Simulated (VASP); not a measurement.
Set up this calculation in VASP 6.6.1, as the native input.

- Task: single point
- Functional: PBE
- Dispersion: D3(BJ)
- Potentials or basis: VASP PAW PBE potentials, release 64 (Se, In_d)
- Cutoff: 400 eV
- k mesh: 9 × 9 × 1
- Occupations: gaussian, width 0.05 eV
- Spin: no spin polarisation
- Dipole correction: yes
- Further INCAR settings: ALGO = Normal; EDIFF = 1e-06; NBANDS = 48; NELMDL = -8

The structure of InSe lies in POSCAR:

```
InSe
1.0
    4.0266103653      0.0000000000      0.0000000000
   -2.0133051827      3.4871468675      0.0000000000
    0.0000000000      0.0000000000     28.2707107737
Se In
4 4
Direct
    0.0000000000      0.0000000000      0.1591753400
    0.0000000000      0.0000000000      0.3496677344
    0.0000000000      0.2222222222      0.4738244996
    0.0000000000      0.2222222222      0.6643168940
    0.6666666667      0.3333333333      0.2049979902
    0.6666666667      0.3333333333      0.3038451596
    0.6666666667      0.5555555556      0.5196471499
    0.6666666667      0.5555555556      0.6184943192
```

This cell differs from its parent crystal: layers slid over each other.

The input as run:

INCAR

```
ALGO     = Normal         # electronic algorithm
DIPOL    = 0.5 0.5 0.412
EDIFF    = 1E-6           # SCF threshold, eV
ENCUT    = 400            # plane-wave cutoff, eV
GGA      = PE             # functional
GGA_COMPAT= F            
IDIPOL   = 3            
ISIF     = 2              # what is computed and relaxed
ISMEAR   = 0              # smearing method
IVDW     = 12             # dispersion correction
LASPH    = T              # aspherical terms in the spheres
LCHARG   = T              # write CHGCAR
LDIPOL   = T            
LELF     = T              # ELF
LREAL    = F              # projectors in reciprocal space
LVACPOTAV= T            
LVHAR    = T            
LWAVE    = F              # write WAVECAR
NBANDS   = 48             # bands
NELM     = 120            # most SCF steps
NELMDL   = -8           
PREC     = Accurate       # precision mode
SIGMA    = 0.05           # smearing width, eV
```

KPOINTS

```
k-points
0
Gamma
  9 9 1
```

Potentials or basis: VASP PAW PBE potentials, release 64 (Se, In_d).

Command:

```bash
$ cat potpaw_PBE.64/Se/POTCAR potpaw_PBE.64/In_d/POTCAR > POTCAR
$ mpirun -np 1 vasp_std > vasp.out
```

It gave:

| Item | Value |
| --- | --- |
| Largest force | 0.048 eV/Å |
| Band gap on the k mesh | 1.14 eV (least direct gap 1.19 eV) |
| Dispersion energy per atom | -0.249 eV |

Caveat: the cell differs from its parent crystal (layers slid over each other); spin-orbit coupling is left out, which moves the levels of the heavy elements.

Run time: 18 min on 1 thread of Intel Xeon 8259CL, with other jobs on the host, peak memory 0.53 GiB.
